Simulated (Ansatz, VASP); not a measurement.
Fe in VASP and in Ansatz

File INCAR:

```
SYSTEM = Fe
PREC     = Accurate       ! precision mode
ENCUT    = 520            ! plane-wave cutoff, eV
EDIFF    = 1E-6           ! SCF threshold, eV
ISMEAR   = -1             ! smearing method
SIGMA    = 0.1            ! smearing width, eV
LREAL    = .FALSE.        ! projectors in reciprocal space
LASPH    = .TRUE.         ! aspherical terms in the spheres
NELM     = 80             ! most SCF steps
ALGO     = Normal         ! electronic algorithm
ISIF     = 2              ! what is computed and relaxed
LWAVE    = .FALSE.        ! write WAVECAR
LCHARG   = .TRUE.         ! write CHGCAR
GGA      = PS             ! functional
LELF     = .TRUE.         ! ELF
LVHAR    = .TRUE.       
NBANDS   = 19             ! bands
```

Contents of KPOINTS:

```
Automatic mesh
0
G
  11 11 15
  0 0 0
```

File POSCAR:

```
Fe
1.0
    3.7580093933      0.0000000000      0.0000000000
   -1.8790046967      3.2545316023      0.0000000000
    0.0000000000      0.0000000000      2.3606571220
Fe
3
Direct
    1.0000000000      1.0000000000      0.0000000000
    0.3333333333      0.6666666667      0.5000000000
    0.6666666667      0.3333333333      0.5000000000
```

Input for Ansatz:

```yaml
crystal:
  lattice:
    - [3.7580093933, 0.0, 0.0]
    - [-1.8790046967, 3.2545316023, 0.0]
    - [0.0, 0.0, 2.360657122]
  atoms:
    - { symbol: Fe, position: [1.0, 1.0, 0.0] }
    - { symbol: Fe, position: [0.3333333333, 0.6666666667, 0.5] }
    - { symbol: Fe, position: [0.6666666667, 0.3333333333, 0.5] }
hamiltonian:
  xc: pbesol
  pseudopotentials:
    kind: paw
    azcp:
      Fe: "pseudopotentials/Fe.paw.azcp"
basis:
  ecutwfc: 420
  fft_grid_basis: typed
kpoints:
  mp_grid: { grid: [11, 11, 15], shift: [0, 0, 0] }
magnetization:
  spin_polarized: false
scf:
  occupations: { method: fermi_dirac, width: 0.1 }
  lower_state_search: "off"
output:
  stress: true
  write_density: true
  write_potential: true
  elf: true
  volumetric_format: npy
```

Alike in both runs: task single point; functional PBEsol; k mesh 11 × 11 × 15; occupations fermi-dirac, width 0.1 eV; no spin polarisation.

```csv
,VASP,Ansatz
version,VASP 6.6.1,Ansatz 0.2.0
potentials or method,"VASP PAW PBE potentials, release 64 (Fe), cutoff 520 eV","plane waves (420 eV) with PAW, scalar-relativistic"
valence electrons in the cell,24,48
```

VASP gave:

| Quantity | Value |
| --- | --- |
| pressure (GPa) | 13.2 |
| traceless stress, the component that is largest in VASP (GPa) | -1.03 |

Question: Estimate Ansatz's values.

Answer: Pressure (GPa): 13.7; traceless stress, the component that is largest in VASP (GPa): -1.22.

VASP's potentials were made for PBE, not for PBEsol, and Ansatz warns of the same on its side. VASP's potentials hold 24 valence electrons a cell and Ansatz's 48, so a difference there can come from the potentials and not from the codes.
